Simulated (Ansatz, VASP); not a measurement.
# One calculation of TiPbS3, two programs

The input POSCAR:

```
TiPbS3
1.0
    4.7576229679      0.0000000000      0.0000000000
    0.0000000000      4.7576229679      0.0000000000
    0.0000000000      0.0000000000      4.7576229679
Pb Ti S
1 1 3
Direct
    0.0000000000      0.0000000000      0.0000000000
    0.5000000000      0.5000000000      0.5000000000
    0.5000000000      0.5000000000      0.0000000000
    0.5000000000      0.0000000000      0.5000000000
    0.0000000000      0.5000000000      0.5000000000
```

The input INCAR.step1:

```
ALGO = Normal
EDIFF = 1E-4
ENCUT = 520
GGA = PE
ISMEAR = -1
LASPH = True
LCHARG = False
LREAL = False
LWAVE = True
NBANDS = 30
NELM = 80
PREC = Accurate
SIGMA = 0.02
```

File INCAR.step2:

```
ALGO = Normal
EDIFF = 1E-6
ENCUT = 520
ISIF = 2
ISMEAR = -1
ISTART = 1
LASPH = True
LCHARG = True
LELF = True
LMIXTAU = True
LREAL = False
LVHAR = True
LWAVE = False
METAGGA = R2SCAN
NBANDS = 30
NELM = 80
PREC = Accurate
SIGMA = 0.02
```

KPOINTS

```
k-points
0
Gamma
  6 6 6
```

Input for Ansatz:

```yaml
crystal:
  lattice:
    - [4.7576229679, 0.0, 0.0]
    - [0.0, 4.7576229679, 0.0]
    - [0.0, 0.0, 4.7576229679]
  atoms:
    - { symbol: Pb, position: [0.0, 0.0, 0.0] }
    - { symbol: Ti, position: [0.5, 0.5, 0.5] }
    - { symbol: S, position: [0.5, 0.5, 0.0] }
    - { symbol: S, position: [0.5, 0.0, 0.5] }
    - { symbol: S, position: [0.0, 0.5, 0.5] }
kpoints:
  mp_grid: { grid: [6, 6, 6] }
  band_path:
    path: [[0.0, 0.0, 0.0], [0.0, 0.5, 0.0], [0.5, 0.5, 0.0], [0.5, 0.5, 0.5]]
    npoints: 1
hamiltonian:
  xc: r2scan
scf:
  occupations: { method: fermi_dirac, width: 0.02 }
  n_extra_bands: 5
output:
  forces: true
  stress: true
  eigenvalues: true
```

Alike in both runs: task single point; functional r2SCAN; k mesh 6 × 6 × 6; occupations fermi-dirac, width 0.02 eV; no spin polarisation.

|  | VASP | Ansatz |
| --- | --- | --- |
| version | VASP 6.6.1 | Ansatz 0.2.0 |
| potentials or method | VASP PAW PBE potentials, release 64 (Pb_d, Ti_sv, S) | plane waves, PAW |
| plane-wave cutoff (eV) | 520 | 500 |
| valence electrons in the cell | 44 | 44 |

|  | VASP | Ansatz | Ansatz less VASP |
| --- | --- | --- | --- |
| pressure (GPa) | 0.1 | 0.0 | -0.05 |

VASP's potentials were made for PBE, not for r2SCAN.

Spin-orbit coupling is off throughout.
